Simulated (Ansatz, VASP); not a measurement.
## Two plane-wave programs on SiO2

File POSCAR:

```
SiO2
1.0
    4.9078874806      0.0000000000      0.0000000000
   -2.4539437403      4.2503552371      0.0000000000
    0.0000000000      0.0000000000      5.7073181498
Si O
3 6
Direct
    0.0000000000      0.5000000000      0.3333333333
    0.5000000000      0.5000000000      0.6666666667
    0.5000000000      0.0000000000      0.0000000000
    0.5834989535      0.7917494768      0.8333333333
    0.7917494768      0.5834989535      0.5000000000
    0.7917494768      0.2082505232      0.1666666667
    0.4165010465      0.2082505232      0.8333333333
    0.2082505232      0.4165010465      0.5000000000
    0.2082505232      0.7917494768      0.1666666667
```

Contents of INCAR.step1:

```
SYSTEM = SiO2
ALGO = Normal
EDIFF = 1E-4
ENCUT = 520
GGA = PE
ISMEAR = 0
LASPH = .True.
LCHARG = .False.
LREAL = .False.
LWAVE = .True.
NBANDS = 34
NELM = 80
PREC = Accurate
SIGMA = 0.05
```

File INCAR.step2:

```
SYSTEM = SiO2
ALGO = Normal
EDIFF = 1E-6
ENCUT = 520
ISIF = 2
ISMEAR = 0
ISTART = 1
LASPH = .True.
LCHARG = .False.
LMIXTAU = .True.
LREAL = .False.
LWAVE = .False.
METAGGA = R2SCAN
NBANDS = 34
NELM = 80
PREC = Accurate
SIGMA = 0.05
```

The input KPOINTS:

```
k-points
0
Gamma
  6 6 4
  0 0 0
```

Input for Ansatz:

```yaml
crystal:
  lattice:
    - [4.9078874806, 0.0, 0.0]
    - [-2.4539437403, 4.2503552371, 0.0]
    - [0.0, 0.0, 5.7073181498]
  atoms:
    - { symbol: Si, position: [0.0, 0.5, 0.3333333333] }
    - { symbol: Si, position: [0.5, 0.5, 0.6666666667] }
    - { symbol: Si, position: [0.5, 0.0, 0.0] }
    - { symbol: O, position: [0.5834989535, 0.7917494768, 0.8333333333] }
    - { symbol: O, position: [0.7917494768, 0.5834989535, 0.5] }
    - { symbol: O, position: [0.7917494768, 0.2082505232, 0.1666666667] }
    - { symbol: O, position: [0.4165010465, 0.2082505232, 0.8333333333] }
    - { symbol: O, position: [0.2082505232, 0.4165010465, 0.5] }
    - { symbol: O, position: [0.2082505232, 0.7917494768, 0.1666666667] }
basis:
  ecutwfc: 500
kpoints:
  mp_grid: { grid: [6, 6, 4] }
hamiltonian:
  xc: r2scan
scf:
  occupations: { method: gaussian, width: 0.05 }
output:
  forces: true
  stress: true
  eigenvalues: true
```

Change from the starting cell: strain -0.030 along x and y, +0.030 along z, atoms carried along.

Alike in both runs: task single point; functional r2SCAN; k mesh 6 × 6 × 4; occupations gaussian, width 0.05 eV; no spin polarisation.

|  | VASP | Ansatz |
| --- | --- | --- |
| version | VASP 6.6.1 | Ansatz 0.2.0 |
| potentials or method | VASP PAW PBE potentials, release 64 (Si, O), cutoff 520 eV | scalar-relativistic, plane waves, PAW |
| valence electrons in the cell | 48 | 48 |

VASP gave:

```
gap on the k mesh at the Fermi level (eV)                     : 6.33
least direct gap on the mesh (eV)                             : 6.42
pressure (GPa)                                                : 6.1
traceless stress, the component that is largest in VASP (GPa) : -2.96
rms of the force components (eV/Å)                            : 0.150
```

Task: Which values does Ansatz return?

Result: gap on the k mesh at the Fermi level (eV): 6.33; least direct gap on the mesh (eV): 6.43; pressure (GPa): 5.9; traceless stress, the component that is largest in VASP (GPa): -3.02; rms of the force components (eV/Å): 0.155.

VASP's potentials were made for PBE, not for r2SCAN. Atom by atom the forces differ by 0.005 eV/Å (rms over components). The functional is the same, so the differences come from potentials, cutoffs and numerics.
